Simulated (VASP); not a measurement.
A run of VASP 6.6.1:

File POSCAR:

```
Sn
1.0
   -1.9514915600      1.9514915600      1.8946520000
    1.9514915600     -1.9514915600      1.8946520000
    1.9514915600      1.9514915600     -1.8946520000
Sn
1
Direct
    0.0000000000      0.0000000000      0.0000000000
```

INCAR.step1

```
PREC     = Accurate       # precision mode
ENCUT    = 520            # plane-wave cutoff, eV
ISMEAR   = -1             # smearing method
SIGMA    = 0.1            # smearing width, eV
LREAL    = F              # projectors in reciprocal space
LASPH    = T              # aspherical terms in the spheres
NELM     = 60             # most SCF steps
NBANDS   = 13             # bands
GGA      = PE             # functional
ALGO     = Normal         # electronic algorithm
EDIFF    = 1E-4           # SCF threshold, eV
LWAVE    = T              # write WAVECAR
LCHARG   = F              # write CHGCAR
```

Contents of INCAR.step2:

```
PREC     = Accurate       # precision mode
ENCUT    = 520            # plane-wave cutoff, eV
EDIFF    = 1E-7           # SCF threshold, eV
ISMEAR   = -1             # smearing method
SIGMA    = 0.1            # smearing width, eV
LREAL    = F              # projectors in reciprocal space
LASPH    = T              # aspherical terms in the spheres
NELM     = 60             # most SCF steps
ALGO     = Normal         # electronic algorithm
ISIF     = 2              # what is computed and relaxed
LWAVE    = F              # write WAVECAR
LCHARG   = T              # write CHGCAR
METAGGA  = R2SCAN         # meta-GGA
LMIXTAU  = T            
LELF     = T              # ELF
LVHAR    = T            
NBANDS   = 13             # bands
ISTART   = 1
```

The input KPOINTS:

```
Automatic mesh
0
Gamma
  13 13 13
```

Potentials or basis: VASP PAW PBE potentials, release 64 (Sn_d).

Run with:

```sh
$ cat potpaw_PBE.64/Sn_d/POTCAR > POTCAR
$ cp INCAR.step1 INCAR
$ mpirun -np 1 vasp_std > vasp.out
$ cp INCAR.step2 INCAR
$ mpirun -np 1 vasp_std > vasp.out
```

Hardware: 1 thread of AMD EPYC 9R45 96-Core Processor (Zen 5), on a shared host.

Q: How long does it take, and how much memory?

A: Run time: 3.8 min on 1 thread of AMD EPYC 9R45 96-Core Processor (Zen 5) (shared host), peak memory 0.18 GiB. Counts: k points 196.
